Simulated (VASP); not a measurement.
# Fe in VASP: further runs

Aim: see how the results for Fe move with the level of theory and the settings. Levels: LDA, PBEsol. Tasks: single point.

Program: VASP 6.6.1. These are calculated values, not measurements. Logs are shortened: lines on timing, memory, paths and dates and some standing lists are left out, and cuts for length are marked.

## 1. The cell of the first run

The structure is cubic, space group Im-3m (No. 229). The conventional cell has a = 2.751 Å, b = 2.751 Å, c = 2.751 Å, α = 90.00°, β = 90.00°, γ = 90.00°. Within 3.1 Å of Fe (site symmetry m-3m) lie 14 Fe at 2.38 to 2.75 Å.

## 2. Single point, LDA, collinear spin, ferromagnetic start

Input file INCAR:

```
SYSTEM = Fe
PREC = Accurate
ENCUT = 520
EDIFF = 1E-6
ISMEAR = -1
SIGMA = 0.05
LREAL = .False.
LASPH = .True.
NELM = 150
ALGO = Fast
ISIF = 2
LWAVE = .False.
LCHARG = .False.
ISPIN = 2
MAGMOM = 3
LORBIT = 11
LMAXMIX = 4
GGA = CA
NBANDS = 14
```

Input file KPOINTS:

```
regular mesh
0
Gamma
  13 13 13
  0 0 0
```

Input file POSCAR:

```
Fe
1.0
    0.0000000000      1.9450277070      1.9450348571
    1.3753638006      0.0000000000      1.9450348571
    1.3753638006      1.9450277070      0.0000000000
Fe
1
Direct
    0.0000000000      0.0000000000      0.0000000000
```

Potentials or basis: VASP PAW LDA potentials, release 64 (Fe).

Command:

```sh
$ cat potpaw_LDA.64/Fe/POTCAR > POTCAR
$ mpirun -np 1 vasp_std > vasp.out
```

OUTCAR:

```text
SYSTEM = Fe
   PREC = Accurate
   ENCUT = 520
   EDIFF = 1E-6
   ISMEAR = -1
   LREAL = .False.
   LASPH = .True.
   NELM = 150
   ISIF = 2
   ISPIN = 2
   LORBIT = 11
   GGA = CA

 ion  position               nearest neighbor table
   1  0.000  0.000  0.000-

  LATTYP: Found a body centered tetragonal cell.
 ALAT       =     2.7506896183
 C/A-ratio  =     1.0000138085

  Lattice vectors:

 A1 = (  -1.3753638006,   0.0000000000,  -1.9450348571)
 A2 = (  -1.3753638006,   0.0000000000,   1.9450348571)
 A3 = (   1.3753638006,   1.9450277070,   0.0000000000)

Analysis of symmetry for initial positions (statically):
=====================================================================
 Subroutine PRICEL returns:
 Original cell was already a primitive cell.

 Routine SETGRP: Setting up the symmetry group for a
 body centered tetragonal supercell.

 Subroutine GETGRP returns: Found 16 space group operations
 (whereof 16 operations were pure point group operations)
 out of a pool of 16 trial point group operations.

The static configuration has the point symmetry D_4h.

Analysis of symmetry for dynamics (positions and initial velocities):
=====================================================================
 Subroutine PRICEL returns:
 Original cell was already a primitive cell.

 Routine SETGRP: Setting up the symmetry group for a
 body centered tetragonal supercell.

 Subroutine GETGRP returns: Found 16 space group operations
 (whereof 16 operations were pure point group operations)
 out of a pool of 16 trial point group operations.

The dynamic configuration has the point symmetry D_4h.

Analysis of structural, dynamic, and magnetic symmetry:
=====================================================================
 Subroutine PRICEL returns:
 Original cell was already a primitive cell.

 Routine SETGRP: Setting up the symmetry group for a
 body centered tetragonal supercell.

 Subroutine GETGRP returns: Found 16 space group operations
 (whereof 16 operations were pure point group operations)
 out of a pool of 16 trial point group operations.

The overall configuration has the point symmetry D_4h.

 Subroutine INISYM returns: Found 16 space group operations
 (whereof 16 operations are pure point group operations),
 and found     1 'primitive' translations

----------------------------------------------------------------------------------------

                                     Primitive cell

  volume of cell :      10.4064

  direct lattice vectors                    reciprocal lattice vectors
     0.000000000  1.945027707  1.945034857    -0.363540177  0.257065747  0.257064802
     1.375363801  0.000000000  1.945034857     0.363540177 -0.257065747  0.257064802
     1.375363801  1.945027707  0.000000000     0.363540177  0.257065747 -0.257064802

  length of vectors
     2.750689618  2.382180971  2.382175133     0.514126999  0.514126999  0.514126999

  position of ions in fractional coordinates (direct lattice)
     0.000000000  0.000000000  0.000000000

  ion indices of the primitive-cell ions
   primitive index   ion index
                 1           1

----------------------------------------------------------------------------------------

 KPOINTS: regular mesh

Automatic generation of k-mesh.
 Grid dimensions read from file:
 generate k-points for:   13   13   13

 Generating k-lattice:

  Cartesian coordinates                     Fractional coordinates (reciprocal lattice)
    -0.027964629  0.019774288  0.019774216     0.076923077  0.000000000 -0.000000000
     0.027964629 -0.019774288  0.019774216     0.000000000  0.076923077  0.000000000
     0.027964629  0.019774288 -0.019774216    -0.000000000  0.000000000  0.076923077

  Length of vectors
     0.039548231  0.039548231  0.039548231

  Shift w.r.t. Gamma in fractional coordinates (k-lattice)
     0.000000000  0.000000000  0.000000000

 Subroutine IBZKPT returns following result:
 ===========================================

 Found    196 irreducible k-points:

 Following reciprocal coordinates:
            Coordinates               Weight
  0.000000  0.000000  0.000000      1.000000
  0.076923  0.000000  0.000000      8.000000
 -0.076923 -0.076923  0.000000      4.000000
  0.153846  0.000000  0.000000      8.000000
 -0.153846 -0.153846  0.000000      4.000000
  0.230769  0.000000  0.000000      8.000000
[... 16 lines left out ...]
 -0.076923  0.307692 -0.000000     16.000000
 -0.307692 -0.384615  0.000000     16.000000
 [... further k-points ...]
   k-points           NKPTS =    196   k-points in BZ     NKDIM =    196   number of bands    NBANDS=     14
   number of dos      NEDOS =    301   number of ions     NIONS =      1
   total plane-waves  NPLWV =   6480
   dimension x,y,z NGX =    20 NGY =   18 NGZ =   18
   dimension x,y,z NGXF=    40 NGYF=   36 NGZF=   36
   ions per type =               1
   NGX,Y,Z   is equivalent  to a cutoff of  12.09, 12.56, 12.56 a.u.
   NGXF,Y,Z  is equivalent  to a cutoff of  24.18, 25.12, 25.12 a.u.
 SYSTEM =  Fe
   PREC   = accura    normal or accurate (medium, high low for compatibility)
   ISTART =      0    job   : 0-new  1-cont  2-samecut
   ICHARG =      2    charge: 1-file 2-atom 10-const
   ISPIN  =      2    spin polarized calculation?
   LNONCOLLINEAR =      F non collinear calculations
   LSORBIT =      F    spin-orbit coupling
   LASPH  =      T    aspherical Exc in radial PAW
   ENCUT  =  520.0 eV  38.22 Ry    6.18 a.u.   5.11  4.43  4.43*2*pi/ulx,y,z
   NELM   =    150;   NELMIN=  2; NELMDL= -5     # of ELM steps
   EDIFF  = 0.1E-05   stopping-criterion for ELM
   LREAL  =      F    real-space projection
   EDIFFG = 0.1E-04   stopping-criterion for IOM
   NSW    =      0    number of steps for IOM
   IBRION =     -1    ionic relax: 0-MD 1-quasi-New 2-CG
   NFREE  =      0    steps in history (QN), initial steepest desc. (CG)
   ISIF   =      2    stress and relaxation
   ISYM   =      2    0-nonsym 1-usesym 2-fastsym
   POTIM  = 0.5000    time-step for ionic-motion
   TEBEG  =    0.0;   TEEND  =   0.0 temperature during run
   PSTRESS=    0.0 pullay stress
   NELECT =       8.0000    total number of electrons
   NUPDOWN=      -1.0000    fix difference up-down
   EMIN   =  10.00;   EMAX   =-10.00  energy-range for DOS
   EFERMI =   0.00;   METHOD = LEGACY
   ISMEAR =    -1;   SIGMA  =   0.05  broadening in eV -4-tet -1-fermi 0-gaus
   EFERMI_NEDOS =   21; number of points for ismear=-14 and -15
   IALGO  =     68    algorithm
   IMIX   =      4    mixing-type and parameters
     AMIX     =   0.40;   BMIX     =  1.00
     AMIX_MAG =   1.60;   BMIX_MAG =  1.00
  volume/ion in A,a.u.               =      10.41        70.23
  Fermi-wavevector in a.u.,A,eV,Ry     =   1.499701  2.834023 30.600890  2.249102
  Thomas-Fermi vector in A             =   2.611296
   LORBIT       =     11    0 simple, 1 ext, 2 COOP (PROOUT), +10 PAW based schemes
   GGA     = CA    functional components
   LHFCALC =     F    Hartree Fock is set to
   AEXX    =    0.0000 exact exchange contribution
   IVDW    =     0    specifies the selected vdW correction
   LEPSILON=     F    determine dielectric tensor
   LRPA    =     F    only Hartree local field effects (RPA)
 spin polarized calculation
 RMM-DIIS sequential band-by-band and
  energy-cutoff  :      520.00
  volume of cell :       10.41
 maximum number of plane-waves:       321
   NGX = 11   NGY =  9   NGZ =  9

 number of electron       8.0000000 magnetization       1.9830288

 Free energy of the ion-electron system (eV)
  ---------------------------------------------------
  ext. energy  EPLUGINS =         0.00000000
  ---------------------------------------------------
  free energy    TOTEN  =        -9.23029090 eV

  energy without entropy =       -9.22214662  energy(sigma->0) =       -9.22621876

 E-fermi :   6.7627     XC(G=0): -13.9181

 val. band max:        6.7611321167   @ k =  -0.2308  -0.3846   0.1538
 cond. band min:       6.7667063453   @ k =  -0.4615   0.0769   0.0000
 fundamental gap:      0.0055742287
 Fermi energy:         6.7626505276

 spin component 1

 k-point     1 :       0.0000    0.0000    0.0000
  band No.  band energies     occupation
      1      -2.3905      1.00000
      2       4.1990      1.00000
      3       4.1990      1.00000
      4       4.1991      1.00000
      5       5.7530      1.00000
      6       5.7531      1.00000
      7      32.3763      0.00000
      8      32.3766      0.00000
      9      32.3767      0.00000
     10      38.1188      0.00000
     11      38.1190      0.00000
     12      40.7913      0.00000
     13      40.7913      0.00000
     14      40.7918      0.00000

 k-point     2 :       0.0769    0.0000    0.0000
  band No.  band energies     occupation
      1      -2.1284      1.00000
      2       4.1208      1.00000
      3       4.1907      1.00000
      4       4.3505      1.00000
      5       5.6751      1.00000
      6       5.7595      1.00000
      7      30.9397      0.00000
      8      32.0415      0.00000
      9      32.2703      0.00000
     10      37.3951      0.00000
     11      38.2951      0.00000
     12      38.4589      0.00000
     13      39.3241      0.00000
     14      41.4151      0.00000
[... 343 lines left out ...]
      1       1.2025      1.00000
      2       3.2072      1.00000
      3       4.3940      1.00000
      4       5.6434      1.00000
      5       6.0178      1.00000
      6       6.8893      0.07351
      7      19.1158      0.00000
      8      25.7654      0.00000
      9      28.8823      0.00000
     10      32.4886      0.00000
     11      36.9620      0.00000
     12      40.3250      0.00000
     13      44.8159      0.00000
     14      50.1870      0.00000

 k-point    24 :      -0.3077   -0.3846    0.0000
  band No.  band energies     occupation
      1       1.2025      1.00000
      2       3.2070      1.00000
      3       4.3940      1.00000
      4       5.6434      1.00000
      5       6.0179      1.00000
      6       6.8894      0.07350
      7      19.1160      0.00000
      8      25.7653      0.00000
      9      28.8819      0.00000
     10      32.4883      0.00000
     11      36.9618      0.00000
     12      40.3253      0.00000
     13      44.8168      0.00000
     14      50.1869      0.00000

 [... further k-points ...]

 spin component 2

 k-point     1 :       0.0000    0.0000    0.0000
  band No.  band energies     occupation
      1      -2.0145      1.00000
      2       5.8169      1.00000
      3       5.8169      1.00000
      4       5.8170      1.00000
      5       7.8719      0.00000
      6       7.8720      0.00000
      7      32.5491      0.00000
      8      32.5493      0.00000
      9      32.5494      0.00000
     10      38.5929      0.00000
     11      38.5931      0.00000
     12      41.5871      0.00000
     13      41.5872      0.00000
     14      41.5875      0.00000

 k-point     2 :       0.0769    0.0000    0.0000
  band No.  band energies     occupation
      1      -1.7507      1.00000
      2       5.7281      1.00000
      3       5.8015      1.00000
      4       5.9782      1.00000
      5       7.7777      0.00000
      6       7.8791      0.00000
      7      31.2700      0.00000
      8      32.2642      0.00000
      9      32.5063      0.00000
     10      37.8784      0.00000
     11      39.1191      0.00000
     12      39.1359      0.00000
     13      39.8696      0.00000
     14      42.1586      0.00000
[... 343 lines left out ...]
      1       1.9915      1.00000
      2       4.6937      1.00000
      3       5.5488      1.00000
      4       7.6100      0.00000
      5       8.1347      0.00000
      6       8.6122      0.00000
      7      20.0483      0.00000
      8      26.2596      0.00000
      9      29.5065      0.00000
     10      33.0856      0.00000
     11      37.6373      0.00000
     12      40.7845      0.00000
     13      45.2467      0.00000
     14      50.7340      0.00000

 k-point    24 :      -0.3077   -0.3846    0.0000
  band No.  band energies     occupation
      1       1.9915      1.00000
      2       4.6936      1.00000
      3       5.5488      1.00000
      4       7.6101      0.00000
      5       8.1348      0.00000
      6       8.6122      0.00000
      7      20.0485      0.00000
      8      26.2594      0.00000
      9      29.5062      0.00000
     10      33.0853      0.00000
     11      37.6371      0.00000
     12      40.7847      0.00000
     13      45.2475      0.00000
     14      50.7339      0.00000

 [... further k-points ...]
[... 5 lines left out ...]
  --------------------------------------------------------------------------------------
  -------------------------------------------------------------------------------------
  Total       -0.0418442     -0.0417675     -0.0417678      0.0000000      0.0000000      0.0000000
  in kB       -6.4423622     -6.4305503     -6.4305976      0.0000000      0.0000000      0.0000000
  external PRESSURE =      -6.4345034 kB  Pullay stress =       0.0000000 kB

 VOLUME and BASIS-vectors are now :
 -----------------------------------------------------------------------------
  energy-cutoff  :      520.00
  volume of cell :       10.41
      direct lattice vectors                 reciprocal lattice vectors
     0.000000000  1.945027707  1.945034857    -0.363540177  0.257065747  0.257064802
     1.375363801  0.000000000  1.945034857     0.363540177 -0.257065747  0.257064802
     1.375363801  1.945027707  0.000000000     0.363540177  0.257065747 -0.257064802

 POSITION                                       TOTAL-FORCE (eV/Angst)
 -----------------------------------------------------------------------------------
      0.00000      0.00000      0.00000         0.000000      0.000000      0.000000
 -----------------------------------------------------------------------------------
    total drift:                                0.000000     -0.000000     -0.000000

  FREE ENERGIE OF THE ION-ELECTRON SYSTEM (eV)
  ---------------------------------------------------
  free  energy   TOTEN  =        -9.2302909042 eV

  energy  without entropy=       -9.2221466151  energy(sigma->0) =       -9.22621876

 total charge

# of ion       s       p       d       tot
------------------------------------------
    1        0.526   0.616   6.333   7.475

 magnetization (x)

# of ion       s       p       d       tot
------------------------------------------
    1       -0.010  -0.035   1.996   1.950
```

It took 87 s on 1 thread of Intel Xeon 8259CL, shared host; peak memory 0.16 GiB.

Results:

* Free energy: -9.2303 eV
* Pressure: -0.6 GPa
* Band gap on the k mesh: zero (filled and empty bands overlap)
* Net moment: 1.98 μB per cell
* Site moments: Fe +1.95 μB
* Valence electrons inside the program's atomic spheres: Fe 7.47

(Continued in part 2 of 2.)
